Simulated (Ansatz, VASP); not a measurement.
Ti in VASP and in Ansatz

```
CELL_PARAMETERS angstrom
2.22054 0.00000 0.00000
-1.11027 1.92305 0.00000
0.00000 0.00000 4.31077
ATOMIC_POSITIONS crystal
Ti 0.33333 0.66667 0.25000
Ti 0.66667 0.33333 0.75000
```

Change from the starting cell: volume scaled by 0.55, PAW files.

Alike in both runs: task single point; functional PBEsol; k mesh 17 × 17 × 9; occupations fermi-dirac, width 0.08 eV; no spin polarisation.

```csv
,VASP,Ansatz
version,VASP 6.6.1,Ansatz 0.2.0
potentials or method,"VASP PAW PBE potentials, release 64 (Ti_sv)","PAW with Ansatz's default frozen-core files, scalar-relativistic"
plane-wave cutoff (eV),520,420
valence electrons in the cell,24,24
```

```tsv
	VASP	Ansatz	Ansatz less VASP
pressure (GPa)	167.8	166.8	-0.99
traceless stress, the component that is largest in VASP (GPa)	-3.88	0.10	+3.978
```

VASP's potentials were made for PBE, not for PBEsol. Both programs put the cell under a high pressure, so it lies far from rest at this level. With one functional, cell and mesh, what is left measures potentials, basis and numerics.

Noted on VASP's run: the cell as given lies far from equilibrium.
